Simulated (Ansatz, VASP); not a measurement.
Two plane-wave programs on Re

```
Re
1.0
     0.00000    2.54122    2.54122
     2.54122    0.00000    2.54122
     2.54122    2.54122    0.00000
Re
2
Direct
  0.87500 0.87500 0.87500
  0.12500 0.12500 0.12500
```

Change from the starting cell: volume scaled by 0.75, PAW files.

Alike in both runs: task single point; functional PBEsol; k mesh 12 × 12 × 12; occupations fermi-dirac, width 0.05 eV; no spin polarisation.

|  | VASP | Ansatz |
| --- | --- | --- |
| version | VASP 6.6.1 | Ansatz 0.2.0 |
| potentials or method | VASP PAW PBE potentials, release 64 (Re_sv_GW) | PAW with Ansatz's default frozen-core files, scalar-relativistic |
| plane-wave cutoff (eV) | 500 | 420 |
| valence electrons in the cell | 30 | 30 |

```tsv
	VASP	Ansatz	Ansatz less VASP
pressure (GPa)	97.8	99.8	+1.96
```

VASP's potentials were made for PBE, not for PBEsol. Both programs put the cell under a high pressure, so it lies far from rest at this level. With one functional, cell and mesh, what is left measures potentials, basis and numerics.

Spin-orbit coupling is off throughout. Noted on VASP's run: the cell as given lies far from equilibrium.
